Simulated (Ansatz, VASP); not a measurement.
## One calculation of WS2, two programs

The input INCAR:

```
SYSTEM = WS2
ALGO = Normal ; EDIFF = 1E-7
ENCUT = 520 ; GGA = PE
ISIF = 2 ; ISMEAR = 0
LASPH = .True. ; LCHARG = .False.
LREAL = .False. ; LWAVE = .False.
NBANDS = 20 ; NELM = 60
PREC = Accurate ; SIGMA = 0.017
```

File KPOINTS:

```
k-points
0
Gamma
  10 10 2
  0 0 0
```

File POSCAR:

```
WS2
1.0
    3.1835163552      0.0000000000      0.0000000000
   -1.5917581776      2.7570060369      0.0000000000
    0.0000000000      0.0000000000     16.9505778900
W S
1 2
Direct
    0.0000000000      0.0000000000      0.0000000000
    0.3333333333      0.6666666667      0.0920005100
    0.3333333333      0.6666666667      0.9079994900
```

File input.yaml:

```yaml
crystal:
  lattice:
    - [3.1835163552, 0.0, 0.0]
    - [-1.5917581776, 2.7570060369, 0.0]
    - [0.0, 0.0, 16.95057789]
  atoms:
    - { symbol: W, position: [0.0, 0.0, 0.0] }
    - { symbol: S, position: [0.3333333333, 0.6666666667, 0.09200051] }
    - { symbol: S, position: [0.3333333333, 0.6666666667, 0.90799949] }
hamiltonian:
  xc: pbe
  pseudopotentials: { kind: paw }
kpoints:
  mp_grid: { grid: [10, 10, 2] }
scf:
  occupations: { method: gaussian, width: 0.017 }
output:
  forces: true
  stress: true
  eigenvalues: true
```

Alike in both runs: task single point; functional PBE; k mesh 10 × 10 × 2; occupations gaussian, width 0.017 eV; no spin polarisation.

|  | VASP | Ansatz |
| --- | --- | --- |
| version | VASP 6.6.1 | Ansatz 0.2.0 |
| potentials or method | VASP PAW PBE potentials, release 64 (W_sv, S) | Ansatz PAW |
| plane-wave cutoff (eV) | 520 | 420 |
| valence electrons in the cell | 26 | 26 |

```csv
,VASP,Ansatz,Ansatz less VASP
gap on the k mesh at the Fermi level (eV),2.00,1.99,-0.013
least direct gap on the mesh (eV),2.16,2.15,-0.003
rms of the force components (eV/Å),0.124,0.122,-0.0018
```

Atom by atom the forces differ by 0.002 eV/Å (rms over components). The functional is the same, so the differences come from potentials, cutoffs and numerics.

Spin-orbit coupling is off throughout.
